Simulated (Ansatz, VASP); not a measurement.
BaTiO3: VASP beside Ansatz

The input INCAR:

```
PREC = Accurate
ENCUT = 520
EDIFF = 1E-6
ISMEAR = 0
SIGMA = 0.05
LREAL = F
LASPH = T
NELM = 60
ALGO = Normal
ISIF = 2
LWAVE = F
LCHARG = F
GGA = PE
NBANDS = 28
```

File KPOINTS:

```
regular mesh
0
Gamma
  8 8 8
```

The input POSCAR:

```
BaTiO3
1.0
    4.0192318615      0.0000000000      0.0000000000
    0.0000000000      4.0192318615      0.0000000000
    0.0000000000      0.0000000000      4.0192813204
Ba Ti O
1 1 3
Direct
    0.0000000000      0.0000000000      0.0000000000
    0.5000000000      0.5000000000      0.5000000000
    0.4824069174      0.4824069174      0.0000000000
    0.5000000000      0.0000000000      0.5000000000
    0.0000000000      0.5000000000      0.5000000000
```

Input for Ansatz:

```yaml
crystal:
  lattice:
    - [4.0192318615, 0.0, 0.0]
    - [0.0, 4.0192318615, 0.0]
    - [0.0, 0.0, 4.0192813204]
  atoms:
    - { symbol: Ba, position: [0.0, 0.0, 0.0] }
    - { symbol: Ti, position: [0.5, 0.5, 0.5] }
    - { symbol: O, position: [0.4824069174, 0.4824069174, 0.0] }
    - { symbol: O, position: [0.5, 0.0, 0.5] }
    - { symbol: O, position: [0.0, 0.5, 0.5] }
basis:
  ecutwfc: 420
kpoints:
  mp_grid: { grid: [8, 8, 8] }
hamiltonian:
  xc: pbe
scf:
  occupations: { method: gaussian, width: 0.05 }
output:
  forces: true
  stress: true
  eigenvalues: true
```

Alike in both runs: task single point; functional PBE; k mesh 8 × 8 × 8; occupations gaussian, width 0.05 eV; no spin polarisation.

|  | VASP | Ansatz |
| --- | --- | --- |
| version | VASP 6.6.1 | Ansatz 0.2.0 |
| potentials or method | VASP PAW PBE potentials, release 64 (Ba_sv, Ti_sv, O), cutoff 520 eV | scalar-relativistic, plane waves, PAW |
| valence electrons in the cell | 40 | 40 |

|  | VASP | Ansatz | Ansatz less VASP |
| --- | --- | --- | --- |
| gap on the k mesh at the Fermi level (eV) | 1.71 | 1.77 | +0.064 |
| least direct gap on the mesh (eV) | 1.88 | 1.90 | +0.026 |
| pressure (GPa) | 1.8 | 0.0 | -1.73 |
| traceless stress, the component that is largest in VASP (GPa) | -0.10 | -0.09 | +0.019 |
| rms of the force components (eV/Å) | 0.188 | 0.182 | -0.0062 |

Atom by atom the forces differ by 0.011 eV/Å (rms over components).

Neither program's run includes spin-orbit coupling.
